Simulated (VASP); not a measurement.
# PrOs2C (I4/mmm) in VASP: single point with PBE

Aim: the single point of PrOs2C with PBE.

All numbers are computed with VASP 6.6.1; they aren't measurements. Logs are shortened: lines on timing, memory, paths and dates and some standing lists are left out, and cuts for length are marked.

## 1. The cell of the first run

The structure is tetragonal, space group I4/mmm (No. 139). The conventional cell has a = 4.385 Å, b = 4.385 Å, c = 4.986 Å, α = 90.00°, β = 90.00°, γ = 90.00°. Pr (site symmetry 4/mmm) has 6 C at 2.49 to 3.10 Å and 8 Os at 2.52 Å within 3.3 Å. Within 3.3 Å of Os (site symmetry -4m2) lie 6 Os at 2.49 to 3.10 Å and 4 Pr at 2.52 Å and 4 C at 2.52 Å. C (site symmetry 4/mmm) has 6 Pr at 2.49 to 3.10 Å and 8 Os at 2.52 Å within 3.3 Å.

## 2. Single point, PBE

INCAR reads:

```
PREC     = Accurate       # precision mode
ENCUT    = 520            # plane-wave cutoff, eV
EDIFF    = 1E-6           # SCF threshold, eV
ISMEAR   = 0              # smearing method
SIGMA    = 0.1            # smearing width, eV
LREAL    = F              # projectors in reciprocal space
LASPH    = T              # aspherical terms in the spheres
NELM     = 100            # most SCF steps
ALGO     = Normal         # electronic algorithm
ISIF     = 2              # what is computed and relaxed
LWAVE    = F              # write WAVECAR
LCHARG   = T              # write CHGCAR
GGA      = PE             # functional
LELF     = T              # ELF
LVHAR    = T            
NBANDS   = 24             # bands
```

KPOINTS reads:

```
Automatic mesh
0
Gamma
  6 6 6
```

POSCAR reads:

```
PrOs2C
1.0
   -2.1926632600      2.1926632600      2.4930148200
    2.1926632600     -2.1926632600      2.4930148200
    2.1926632600      2.1926632600     -2.4930148200
Pr Os C
1 2 1
Direct
    0.0000000000      0.0000000000      0.0000000000
    0.7500000000      0.2500000000      0.5000000000
    0.2500000000      0.7500000000      0.5000000000
    0.5000000000      0.5000000000      0.0000000000
```

Potentials or basis: VASP PAW PBE potentials, release 64 (Pr, Os, C).

Run with:

```
> cat potpaw_PBE.64/Pr/POTCAR potpaw_PBE.64/Os/POTCAR potpaw_PBE.64/C/POTCAR > POTCAR
> mpirun -np 1 vasp_std > vasp.out
```

OUTCAR:

```text
PREC = Accurate
   ENCUT = 520
   EDIFF = 1E-6
   ISMEAR = 0
   LREAL = F
   LASPH = T
   NELM = 100
   ISIF = 2
   GGA = PE

 ion  position               nearest neighbor table
   1  0.000  0.000  0.000-   4 2.49   4 2.49   2 2.52   3 2.52   2 2.52   2 2.52   3 2.52   2 2.52
                             3 2.52   3 2.52
   2  0.750  0.250  0.500-   3 2.49   3 2.49   1 2.52   4 2.52   4 2.52   1 2.52   4 2.52   4 2.52
                             1 2.52   1 2.52   3 3.10   3 3.10   3 3.10   3 3.10
   3  0.250  0.750  0.500-   2 2.49   2 2.49   1 2.52   1 2.52   4 2.52   1 2.52   4 2.52   1 2.52
                             4 2.52   4 2.52   2 3.10   2 3.10   2 3.10   2 3.10
   4  0.500  0.500  0.000-   1 2.49   1 2.49   3 2.52   2 2.52   3 2.52   2 2.52   3 2.52   3 2.52
                             2 2.52   2 2.52

  LATTYP: Found a body centered tetragonal cell.
 ALAT       =     4.3853265200
 C/A-ratio  =     1.1369802493

  Lattice vectors:

 A1 = (  -2.1926632600,   2.1926632600,   2.4930148200)
 A2 = (   2.1926632600,  -2.1926632600,   2.4930148200)
 A3 = (   2.1926632600,   2.1926632600,  -2.4930148200)

Analysis of symmetry for initial positions (statically):
=====================================================================
 Subroutine PRICEL returns:
 Original cell was already a primitive cell.

 Routine SETGRP: Setting up the symmetry group for a
 body centered tetragonal supercell.

 Subroutine GETGRP returns: Found 16 space group operations
 (whereof 16 operations were pure point group operations)
 out of a pool of 16 trial point group operations.

The static configuration has the point symmetry D_4h.

Analysis of symmetry for dynamics (positions and initial velocities):
=====================================================================
 Subroutine PRICEL returns:
 Original cell was already a primitive cell.

 Routine SETGRP: Setting up the symmetry group for a
 body centered tetragonal supercell.

 Subroutine GETGRP returns: Found 16 space group operations
 (whereof 16 operations were pure point group operations)
 out of a pool of 16 trial point group operations.

The dynamic configuration has the point symmetry D_4h.

 Subroutine INISYM returns: Found 16 space group operations
 (whereof 16 operations are pure point group operations),
 and found     1 'primitive' translations

----------------------------------------------------------------------------------------

                                     Primitive cell

  volume of cell :      47.9434

  direct lattice vectors                    reciprocal lattice vectors
    -2.192663260  2.192663260  2.493014820     0.000000000  0.228033191  0.200560380
     2.192663260 -2.192663260  2.493014820     0.228033191  0.000000000  0.200560380
     2.192663260  2.192663260 -2.493014820     0.228033191  0.228033191  0.000000000

  length of vectors
     3.978777103  3.978777103  3.978777103     0.303683392  0.303683392  0.322487631

  position of ions in fractional coordinates (direct lattice)
     0.000000000  0.000000000  0.000000000
     0.750000000  0.250000000  0.500000000
     0.250000000  0.750000000  0.500000000
     0.500000000  0.500000000  0.000000000

  ion indices of the primitive-cell ions
   primitive index   ion index
                 1           1
                 2           2
                 3           3
                 4           4

----------------------------------------------------------------------------------------

 KPOINTS: Automatic mesh

Automatic generation of k-mesh.
 Grid dimensions read from file:
 generate k-points for:    6    6    6

 Generating k-lattice:

  Cartesian coordinates                     Fractional coordinates (reciprocal lattice)
     0.000000000  0.038005532  0.033426730     0.166666667 -0.000000000  0.000000000
     0.038005532  0.000000000  0.033426730    -0.000000000  0.166666667  0.000000000
     0.038005532  0.038005532  0.000000000     0.000000000  0.000000000  0.166666667

  Length of vectors
     0.050613899  0.050613899  0.053747939

  Shift w.r.t. Gamma in fractional coordinates (k-lattice)
     0.000000000  0.000000000  0.000000000

 Subroutine IBZKPT returns following result:
 ===========================================

 Found     30 irreducible k-points:

 Following reciprocal coordinates:
            Coordinates               Weight
  0.000000  0.000000  0.000000      1.000000
  0.166667 -0.000000  0.000000      8.000000
  0.333333 -0.000000  0.000000      8.000000
  0.500000 -0.000000  0.000000      4.000000
  0.166667  0.166667  0.000000      8.000000
  0.333333  0.166667  0.000000     16.000000
[... 16 lines left out ...]
 -0.333333 -0.333333  0.166667      8.000000
 -0.166667 -0.333333  0.166667      8.000000
 [... further k-points ...]
   k-points           NKPTS =     30   k-points in BZ     NKDIM =     30   number of bands    NBANDS=     24
   number of dos      NEDOS =    301   number of ions     NIONS =      4
   total plane-waves  NPLWV =  27000
   dimension x,y,z NGX =    30 NGY =   30 NGZ =   30
   dimension x,y,z NGXF=    60 NGYF=   60 NGZF=   60
   ions per type =               1   2   1
   NGX,Y,Z   is equivalent  to a cutoff of  12.53, 12.53, 12.53 a.u.
   NGXF,Y,Z  is equivalent  to a cutoff of  25.07, 25.07, 25.07 a.u.
 SYSTEM =  unknown system
   PREC   = accura    normal or accurate (medium, high low for compatibility)
   ISTART =      0    job   : 0-new  1-cont  2-samecut
   ICHARG =      2    charge: 1-file 2-atom 10-const
   ISPIN  =      1    spin polarized calculation?
   LNONCOLLINEAR =      F non collinear calculations
   LSORBIT =      F    spin-orbit coupling
   LASPH  =      T    aspherical Exc in radial PAW
   ENCUT  =  520.0 eV  38.22 Ry    6.18 a.u.   7.40  7.40  7.40*2*pi/ulx,y,z
   NELM   =    100;   NELMIN=  2; NELMDL= -5     # of ELM steps
   EDIFF  = 0.1E-05   stopping-criterion for ELM
   LREAL  =      F    real-space projection
   EDIFFG = 0.1E-04   stopping-criterion for IOM
   NSW    =      0    number of steps for IOM
   IBRION =     -1    ionic relax: 0-MD 1-quasi-New 2-CG
   NFREE  =      0    steps in history (QN), initial steepest desc. (CG)
   ISIF   =      2    stress and relaxation
   ISYM   =      2    0-nonsym 1-usesym 2-fastsym
   POTIM  = 0.5000    time-step for ionic-motion
   TEBEG  =    0.0;   TEEND  =   0.0 temperature during run
   PSTRESS=    0.0 pullay stress
   NELECT =      33.0000    total number of electrons
   NUPDOWN=      -1.0000    fix difference up-down
   EMIN   =  10.00;   EMAX   =-10.00  energy-range for DOS
   EFERMI =   0.00;   METHOD = LEGACY
   ISMEAR =     0;   SIGMA  =   0.10  broadening in eV -4-tet -1-fermi 0-gaus
   EFERMI_NEDOS =   21; number of points for ismear=-14 and -15
   IALGO  =     38    algorithm
   IMIX   =      4    mixing-type and parameters
     AMIX     =   0.40;   BMIX     =  1.00
     AMIX_MAG =   1.60;   BMIX_MAG =  1.00
  volume/ion in A,a.u.               =      11.99        80.88
  Fermi-wavevector in a.u.,A,eV,Ry     =   1.445451  2.731505 28.427023  2.089327
  Thomas-Fermi vector in A             =   2.563631
   LORBIT       =      0    0 simple, 1 ext, 2 COOP (PROOUT), +10 PAW based schemes
   GGA     = PE    functional components
   LHFCALC =     F    Hartree Fock is set to
   AEXX    =    0.0000 exact exchange contribution
   IVDW    =     0    specifies the selected vdW correction
   LEPSILON=     F    determine dielectric tensor
   LRPA    =     F    only Hartree local field effects (RPA)
 non-spin polarized calculation
 Gauss-broadening in eV      SIGMA  =   0.10
  energy-cutoff  :      520.00
  volume of cell :       47.94
 maximum number of plane-waves:      1300
 NGX is ok and might be reduce to    30
   NGX = 15   NGY = 15   NGZ = 15

 number of electron      32.9999998 magnetization

 Free energy of the ion-electron system (eV)
  ---------------------------------------------------
  ext. energy  EPLUGINS =         0.00000000
  ---------------------------------------------------
  free energy    TOTEN  =       -28.30158161 eV

  energy without entropy =      -28.27569800  energy(sigma->0) =      -28.28863980

 E-fermi :  11.6405     XC(G=0): -14.1343

 val. band max:       11.6167146627   @ k =   0.3333   0.1667   0.0000
 cond. band min:      11.6541345040   @ k =   0.1667   0.1667   0.0000
 fundamental gap:      0.0374198413
 Fermi energy:        11.6404531919

 k-point     1 :       0.0000    0.0000    0.0000
  band No.  band energies     occupation
      1     -23.7281      2.00000
      2      -6.6285      2.00000
      3      -6.6285      2.00000
      4      -6.5731      2.00000
      5      -0.8997      2.00000
      6       4.3634      2.00000
[... 16 lines left out ...]
     23      13.0150      0.00000
     24      13.0150      0.00000

 k-point     2 :       0.1667   -0.0000    0.0000
  band No.  band energies     occupation
      1     -23.6952      2.00000
      2      -6.7986      2.00000
      3      -6.6098      2.00000
      4      -6.5447      2.00000
      5      -0.2705      2.00000
      6       4.4369      2.00000
[... 16 lines left out ...]
     23      12.7931      0.00000
     24      13.4083      0.00000

 k-point     3 :       0.3333   -0.0000    0.0000
  band No.  band energies     occupation
      1     -23.6299      2.00000
      2      -7.0494      2.00000
      3      -6.5727      2.00000
      4      -6.4474      2.00000
      5       0.6827      2.00000
      6       4.5986      2.00000
[... 16 lines left out ...]
     23      13.0574      0.00000
     24      13.3667      0.00000
[... 514 lines left out ...]
 k-point    23 :      -0.3333   -0.3333    0.1667
  band No.  band energies     occupation
      1     -23.5932      2.00000
      2      -7.0261      2.00000
      3      -6.6453      2.00000
      4      -6.4747      2.00000
      5       0.4939      2.00000
      6       5.3508      2.00000
[... 16 lines left out ...]
     23      13.0822      0.00000
     24      13.5067      0.00000

 k-point    24 :      -0.1667   -0.3333    0.1667
  band No.  band energies     occupation
      1     -23.6329      2.00000
      2      -7.1073      2.00000
      3      -6.5480      2.00000
      4      -6.5399      2.00000
      5       1.0280      2.00000
      6       5.2231      2.00000
[... 16 lines left out ...]
     23      12.9252      0.00000
     24      13.3440      0.00000

 [... further k-points ...]
[... 5 lines left out ...]
  --------------------------------------------------------------------------------------
  -------------------------------------------------------------------------------------
  Total       21.6135901     21.6135901     29.4008277      0.0000000     -0.0000000      0.0000000
  in kB      722.2852762    722.2852762    982.5200186      0.0000000     -0.0000000      0.0000000
  external PRESSURE =     809.0301903 kB  Pullay stress =       0.0000000 kB

 VOLUME and BASIS-vectors are now :
 -----------------------------------------------------------------------------
  energy-cutoff  :      520.00
  volume of cell :       47.94
      direct lattice vectors                 reciprocal lattice vectors
    -2.192663260  2.192663260  2.493014820     0.000000000  0.228033191  0.200560380
     2.192663260 -2.192663260  2.493014820     0.228033191  0.000000000  0.200560380
     2.192663260  2.192663260 -2.493014820     0.228033191  0.228033191  0.000000000

 POSITION                                       TOTAL-FORCE (eV/Angst)
 -----------------------------------------------------------------------------------
      0.00000      0.00000      0.00000         0.000000     -0.000000      0.000000
      0.00000      2.19266      1.24651         0.000000     -0.000000     -0.000000
      2.19266      0.00000      1.24651        -0.000000      0.000000      0.000000
      0.00000      0.00000      2.49301         0.000000     -0.000000      0.000000
 -----------------------------------------------------------------------------------
    total drift:                                0.000000     -0.000000      0.000000

  FREE ENERGIE OF THE ION-ELECTRON SYSTEM (eV)
  ---------------------------------------------------
  free  energy   TOTEN  =       -28.3015816093 eV

  energy  without entropy=      -28.2756979991  energy(sigma->0) =      -28.28863980
```

It took 61 s on 1 thread of Intel Xeon Platinum 8488C (Sapphire Rapids), shared host; peak memory 0.2 GiB.

What came out:

| Quantity | Value |
| --- | --- |
| Free energy | -28.3016 eV |
| Pressure | 80.9 GPa |

Caveat: spin-orbit coupling is left out, which moves the levels of the heavy elements; without U or exact exchange the open f shell lies at the Fermi level, which spoils levels, moments and volumes.
